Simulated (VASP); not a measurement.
Here is a VASP 6.6.1 calculation.

Contents of INCAR:

```
SYSTEM = In2Au
ALGO = Normal
EDIFF = 1E-6
ENCUT = 520
GGA = CA
ISIF = 2
ISMEAR = -1
LASPH = .True.
LCHARG = .True.
LELF = .True.
LREAL = .False.
LVHAR = .True.
LWAVE = .False.
NBANDS = 26
NELM = 60
PREC = Accurate
SIGMA = 0.05
```

The input KPOINTS:

```
k-points
0
Gamma
  10 10 10
  0 0 0
```

File POSCAR:

```
In2Au
1.0
    0.0000000000      3.2184900000      3.2510000000
    3.2184900000      0.0000000000      3.2510000000
    3.2184900000      3.2184900000      0.0000000000
In Au
2 1
Direct
    0.2500000000      0.2500000000      0.2500000000
    0.7500000000      0.7500000000      0.7500000000
    0.0000000000      0.0000000000      0.0000000000
```

Potentials or basis: VASP PAW LDA potentials, release 64 (In_d, Au).

The run is started by

```sh
$ cat potpaw_LDA.64/In_d/POTCAR potpaw_LDA.64/Au/POTCAR > POTCAR
$ mpirun -np 1 vasp_std > vasp.out
```

Task: What does it give for the pressure?

Result: 0.3 GPa.

Task: Predict the band gap on the k mesh.

Result: Zero (an odd number of electrons rules out a gap without spin polarisation).

Stress tensor (GPa, compression positive):
```
0.39 0.00 0.00
0.00 0.39 0.00
0.00 0.00 0.03
```

Caveat: the cell differs from its parent crystal (equal xx and yy strain of -1 %); spin-orbit coupling is left out, which moves the levels of the heavy elements.
